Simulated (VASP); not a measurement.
# ZrB (Immm) in VASP: notebook

Runs on ZrB. Level: PBEsol. Tasks: single point.

Everything below comes from runs of VASP 6.6.1. Logs are shortened: lines on timing, memory, paths and dates and some standing lists are left out, and cuts for length are marked.

## Step 1: The cell of the first run

The structure is orthorhombic, space group Immm (No. 71). Conventional cell: a = 3.202 Å, b = 3.374 Å, c = 4.650 Å, α = 90.00°, β = 90.00°, γ = 90.00°. Zr (site symmetry mmm) has 6 B at 2.33 Å and 12 Zr at 3.20 to 3.37 Å within 3.4 Å. Within 3.4 Å of B (site symmetry mmm) lie 6 Zr at 2.33 Å and 12 B at 3.20 to 3.37 Å.

## Step 2: Single point, PBEsol (strain +0.0525 x Voigt [0, 0, 0, 0, 1, 0])

Input file INCAR:

```
PREC = Accurate ; ENCUT = 520
EDIFF = 1E-7 ; ISMEAR = 0
SIGMA = 0.15 ; LREAL = F
LASPH = T ; NELM = 60
ALGO = Normal ; ISIF = 2
LWAVE = F ; LCHARG = F
GGA = PS ; NBANDS = 14
```

Input file KPOINTS:

```
Automatic mesh
0
Gamma
  18 18 18
```

Input file POSCAR:

```
ZrB
1.0
    0.0610312500      2.3250000000      2.3250000000
    2.3860312500      0.0000000000      2.3860312500
    2.3250000000      2.3250000000      0.0610312500
Zr B
1 1
Direct
    0.0000000000      0.0000000000      0.0000000000
    0.5000000000      0.5000000000      0.5000000000
```

Potentials or basis: VASP PAW PBE potentials, release 64 (Zr_sv, B).

The run is started by

```bash
$ cat potpaw_PBE.64/Zr_sv/POTCAR potpaw_PBE.64/B/POTCAR > POTCAR
$ mpirun -np 1 vasp_std > vasp.out
```

OUTCAR:

```text
PREC = Accurate
   ENCUT = 520
   EDIFF = 1E-7
   ISMEAR = 0
   LREAL = F
   LASPH = T
   NELM = 60
   ISIF = 2
   GGA = PS

 ion  position               nearest neighbor table
   1  0.000  0.000  0.000-   2 2.33   2 2.33   2 2.33   2 2.33   2 2.33   2 2.33
   2  0.500  0.500  0.500-   1 2.33   1 2.33   1 2.33   1 2.33   1 2.33   1 2.33

  LATTYP: Found a body centered orthorhombic cell.
 ALAT       =     3.2017353110
 B/A-ratio  =     1.0539152760
 C/A-ratio  =     1.4523374196

  Lattice vectors:

 A1 = (   0.0610312500,  -2.3250000000,   2.3250000000)
 A2 = (  -0.0610312500,  -2.3250000000,  -2.3250000000)
 A3 = (   2.3250000000,   2.3250000000,   0.0610312500)

Analysis of symmetry for initial positions (statically):
=====================================================================
 Subroutine PRICEL returns:
 Original cell was already a primitive cell.

 Routine SETGRP: Setting up the symmetry group for a
 body centered orthorhombic supercell.

 Subroutine GETGRP returns: Found  8 space group operations
 (whereof  8 operations were pure point group operations)
 out of a pool of  8 trial point group operations.

The static configuration has the point symmetry D_2h.

Analysis of symmetry for dynamics (positions and initial velocities):
=====================================================================
 Subroutine PRICEL returns:
 Original cell was already a primitive cell.

 Routine SETGRP: Setting up the symmetry group for a
 body centered orthorhombic supercell.

 Subroutine GETGRP returns: Found  8 space group operations
 (whereof  8 operations were pure point group operations)
 out of a pool of  8 trial point group operations.

The dynamic configuration has the point symmetry D_2h.

 Subroutine INISYM returns: Found  8 space group operations
 (whereof  8 operations are pure point group operations),
 and found     1 'primitive' translations

----------------------------------------------------------------------------------------

                                     Primitive cell

  volume of cell :      25.1188

  direct lattice vectors                    reciprocal lattice vectors
     0.061031250  2.325000000  2.325000000    -0.220851105  0.215053763  0.220851105
     2.386031250  0.000000000  2.386031250     0.209552997 -0.215053763  0.209552997
     2.325000000  2.325000000  0.061031250     0.220851105  0.215053763 -0.220851105

  length of vectors
     3.288612901  3.374357754  3.288612901     0.379207782  0.366159854  0.379207782

  position of ions in fractional coordinates (direct lattice)
     0.000000000  0.000000000  0.000000000
     0.500000000  0.500000000  0.500000000

  ion indices of the primitive-cell ions
   primitive index   ion index
                 1           1
                 2           2

----------------------------------------------------------------------------------------

 KPOINTS: Automatic mesh

Automatic generation of k-mesh.
 Grid dimensions read from file:
 generate k-points for:   18   18   18

 Generating k-lattice:

  Cartesian coordinates                     Fractional coordinates (reciprocal lattice)
    -0.012269506  0.011947431  0.012269506     0.055555556  0.000000000 -0.000000000
     0.011641833 -0.011947431  0.011641833    -0.000000000  0.055555556 -0.000000000
     0.012269506  0.011947431 -0.012269506    -0.000000000  0.000000000  0.055555556

  Length of vectors
     0.021067099  0.020342214  0.021067099

  Shift w.r.t. Gamma in fractional coordinates (k-lattice)
     0.000000000  0.000000000  0.000000000

 Subroutine IBZKPT returns following result:
 ===========================================

 Found    865 irreducible k-points:

 Following reciprocal coordinates:
            Coordinates               Weight
  0.000000  0.000000  0.000000      1.000000
  0.055556  0.000000 -0.000000      4.000000
  0.111111  0.000000 -0.000000      4.000000
  0.166667  0.000000 -0.000000      4.000000
  0.222222  0.000000 -0.000000      4.000000
  0.277778  0.000000 -0.000000      4.000000
[... 16 lines left out ...]
 -0.333333  0.055556  0.000000      8.000000
 -0.277778  0.055556  0.000000      8.000000
 [... further k-points ...]
   k-points           NKPTS =    865   k-points in BZ     NKDIM =    865   number of bands    NBANDS=     14
   number of dos      NEDOS =    301   number of ions     NIONS =      2
   total plane-waves  NPLWV =  16128
   dimension x,y,z NGX =    24 NGY =   28 NGZ =   24
   dimension x,y,z NGXF=    48 NGYF=   56 NGZF=   48
   ions per type =               1   1
   NGX,Y,Z   is equivalent  to a cutoff of  12.13, 13.79, 12.13 a.u.
   NGXF,Y,Z  is equivalent  to a cutoff of  24.26, 27.59, 24.26 a.u.
 SYSTEM =  unknown system
   PREC   = accura    normal or accurate (medium, high low for compatibility)
   ISTART =      0    job   : 0-new  1-cont  2-samecut
   ICHARG =      2    charge: 1-file 2-atom 10-const
   ISPIN  =      1    spin polarized calculation?
   LNONCOLLINEAR =      F non collinear calculations
   LSORBIT =      F    spin-orbit coupling
   LASPH  =      T    aspherical Exc in radial PAW
   ENCUT  =  520.0 eV  38.22 Ry    6.18 a.u.   6.11  6.27  6.11*2*pi/ulx,y,z
   NELM   =     60;   NELMIN=  2; NELMDL= -5     # of ELM steps
   EDIFF  = 0.1E-06   stopping-criterion for ELM
   LREAL  =      F    real-space projection
   EDIFFG = 0.1E-05   stopping-criterion for IOM
   NSW    =      0    number of steps for IOM
   IBRION =     -1    ionic relax: 0-MD 1-quasi-New 2-CG
   NFREE  =      0    steps in history (QN), initial steepest desc. (CG)
   ISIF   =      2    stress and relaxation
   ISYM   =      2    0-nonsym 1-usesym 2-fastsym
   POTIM  = 0.5000    time-step for ionic-motion
   TEBEG  =    0.0;   TEEND  =   0.0 temperature during run
   PSTRESS=    0.0 pullay stress
   NELECT =      15.0000    total number of electrons
   NUPDOWN=      -1.0000    fix difference up-down
   EMIN   =  10.00;   EMAX   =-10.00  energy-range for DOS
   EFERMI =   0.00;   METHOD = LEGACY
   ISMEAR =     0;   SIGMA  =   0.15  broadening in eV -4-tet -1-fermi 0-gaus
   EFERMI_NEDOS =   21; number of points for ismear=-14 and -15
   IALGO  =     38    algorithm
   IMIX   =      4    mixing-type and parameters
     AMIX     =   0.40;   BMIX     =  1.00
     AMIX_MAG =   1.60;   BMIX_MAG =  1.00
  volume/ion in A,a.u.               =      12.56        84.76
  Fermi-wavevector in a.u.,A,eV,Ry     =   1.378602  2.605179 25.858445  1.900542
  Thomas-Fermi vector in A             =   2.503648
   LORBIT       =      0    0 simple, 1 ext, 2 COOP (PROOUT), +10 PAW based schemes
   GGA     = PS    functional components
   LHFCALC =     F    Hartree Fock is set to
   AEXX    =    0.0000 exact exchange contribution
   IVDW    =     0    specifies the selected vdW correction
   LEPSILON=     F    determine dielectric tensor
   LRPA    =     F    only Hartree local field effects (RPA)
 non-spin polarized calculation
 Gauss-broadening in eV      SIGMA  =   0.15
  energy-cutoff  :      520.00
  volume of cell :       25.12
 maximum number of plane-waves:       692
   NGX = 13   NGY = 13   NGZ = 13

 number of electron      15.0000000 magnetization

 Free energy of the ion-electron system (eV)
  ---------------------------------------------------
  ext. energy  EPLUGINS =         0.00000000
  ---------------------------------------------------
  free energy    TOTEN  =       -16.60602062 eV

  energy without entropy =      -16.59409395  energy(sigma->0) =      -16.60005729

 E-fermi :   8.9376     XC(G=0): -12.3352

 val. band max:        8.9369335610   @ k =  -0.3889   0.3333   0.0000
 cond. band min:       8.9397827975   @ k =   0.1667  -0.1111   0.0556
 fundamental gap:      0.0028492366
 Fermi energy:         8.9376194388

 k-point     1 :       0.0000    0.0000    0.0000
  band No.  band energies     occupation
      1     -37.7442      2.00000
      2     -15.5607      2.00000
      3     -15.5104      2.00000
      4     -15.4612      2.00000
      5       0.6032      2.00000
      6      10.4508      0.00000
      7      10.7571      0.00000
      8      11.1920      0.00000
      9      12.5822      0.00000
     10      12.6446      0.00000
     11      12.6483      0.00000
     12      12.7570      0.00000
     13      12.9980      0.00000
     14      20.0553      0.00000

 k-point     2 :       0.0556    0.0000   -0.0000
  band No.  band energies     occupation
      1     -37.7402      2.00000
      2     -15.5634      2.00000
      3     -15.5267      2.00000
      4     -15.4823      2.00000
      5       0.6912      2.00000
      6      10.4385      0.00000
      7      10.6569      0.00000
      8      11.0159      0.00000
      9      11.6807      0.00000
     10      11.8039      0.00000
     11      13.0306      0.00000
     12      13.7340      0.00000
     13      13.8574      0.00000
     14      20.2933      0.00000

 k-point     3 :       0.1111    0.0000   -0.0000
  band No.  band energies     occupation
      1     -37.7285      2.00000
      2     -15.6087      2.00000
      3     -15.5712      2.00000
      4     -15.5071      2.00000
      5       0.9480      2.00000
      6      10.1124      0.00000
      7      10.1421      0.00000
      8      10.5658      0.00000
      9      11.2655      0.00000
     10      11.4811      0.00000
     11      13.2560      0.00000
     12      14.9559      0.00000
     13      15.0404      0.00000
     14      20.9610      0.00000
[... 324 lines left out ...]
 k-point    23 :      -0.3333    0.0556    0.0000
  band No.  band energies     occupation
      1     -37.6350      2.00000
      2     -16.2949      2.00000
      3     -15.6610      2.00000
      4     -15.5930      2.00000
      5       3.3601      2.00000
      6       6.7867      2.00000
      7       7.7395      2.00000
      8       8.0064      2.00000
      9      13.3331      0.00000
     10      13.8499      0.00000
     11      14.7489      0.00000
     12      19.7731      0.00000
     13      20.0773      0.00000
     14      21.1499      0.00000

 k-point    24 :      -0.2778    0.0556    0.0000
  band No.  band energies     occupation
      1     -37.6561      2.00000
      2     -16.1456      2.00000
      3     -15.6482      2.00000
      4     -15.5707      2.00000
      5       2.7261      2.00000
      6       7.4745      2.00000
      7       8.1332      2.00000
      8       8.3778      2.00000
      9      12.6653      0.00000
     10      13.2365      0.00000
     11      14.2919      0.00000
     12      18.6081      0.00000
     13      19.9832      0.00000
     14      21.3131      0.00000

 [... further k-points ...]

------------------------ aborting loop because EDIFF is reached ----------------------------------------

  FORCE on cell =-STRESS in cart. coord.  units (eV):
  Direction    XX          YY          ZZ          XY          YZ          ZX
  --------------------------------------------------------------------------------------
  -------------------------------------------------------------------------------------
  Total        4.6793013      4.6723606      4.6793013      0.0000000      0.0000000     -0.4787864
  in kB      298.4640878    298.0213852    298.4640878      0.0000000      0.0000000    -30.5388659
  external PRESSURE =     298.3165203 kB  Pullay stress =       0.0000000 kB

 VOLUME and BASIS-vectors are now :
 -----------------------------------------------------------------------------
  energy-cutoff  :      520.00
  volume of cell :       25.12
      direct lattice vectors                 reciprocal lattice vectors
     0.061031250  2.325000000  2.325000000    -0.220851105  0.215053763  0.220851105
     2.386031250  0.000000000  2.386031250     0.209552997 -0.215053763  0.209552997
     2.325000000  2.325000000  0.061031250     0.220851105  0.215053763 -0.220851105

 POSITION                                       TOTAL-FORCE (eV/Angst)
 -----------------------------------------------------------------------------------
      0.00000      0.00000      0.00000         0.000000      0.000000     -0.000000
      2.38603      2.32500      2.38603        -0.000000     -0.000000      0.000000
 -----------------------------------------------------------------------------------
    total drift:                                0.000000     -0.000000     -0.000000

  FREE ENERGIE OF THE ION-ELECTRON SYSTEM (eV)
  ---------------------------------------------------
  free  energy   TOTEN  =       -16.6060206178 eV

  energy  without entropy=      -16.5940939523  energy(sigma->0) =      -16.60005729
```

Wall time 4.4 min (1 thread of Intel Xeon Platinum 8375C at 2.90GHz (Ice Lake), shared host); peak memory 0.41 GiB.

What came out:

```yaml
Free_energy: -16.6060 eV
Pressure: 29.8 GPa
Band_gap_on_the_k_mesh: zero (an odd number of electrons rules out a gap without spin polarisation)
```

Stress tensor (GPa, compression positive):
```
29.85  0.00 -3.05
 0.00 29.80  0.00
-3.05  0.00 29.85
```

Levels at points of the mesh, in eV from the Fermi level:
```
           k point  band 4  band 5  band 6  band 7  band 8  band 9  band 10  band 11  band 12  band 13
(0.00, 0.00, 0.00)  -24.40   -8.33    1.51    1.82    2.25    3.64     3.71     3.71     3.82     4.06
(0.50, 0.00, 0.00)  -24.56   -4.25   -3.41   -1.79   -1.38    5.62     5.98     7.64     8.09    13.21
(0.00, 0.50, 0.00)  -24.50   -4.23   -3.70   -1.47   -1.03    5.28     5.90     7.29     8.39    13.13
(0.50, 0.50, 0.00)  -24.78   -6.47   -1.18   -0.31    2.56    2.56     5.42     6.90     6.92    10.69
(0.50, 0.00, 0.50)  -24.71   -6.49   -1.19   -0.30    2.27    2.87     5.50     6.92     6.93    10.64
```

Caveat: the cell differs from its parent crystal (strain +0.0525 x Voigt [0, 0, 0, 0, 1, 0]); the cell stands under pressure; the PAW data sets were made with another functional, which shifts forces and pressure a little.

(Continued in part 2 of 2.)
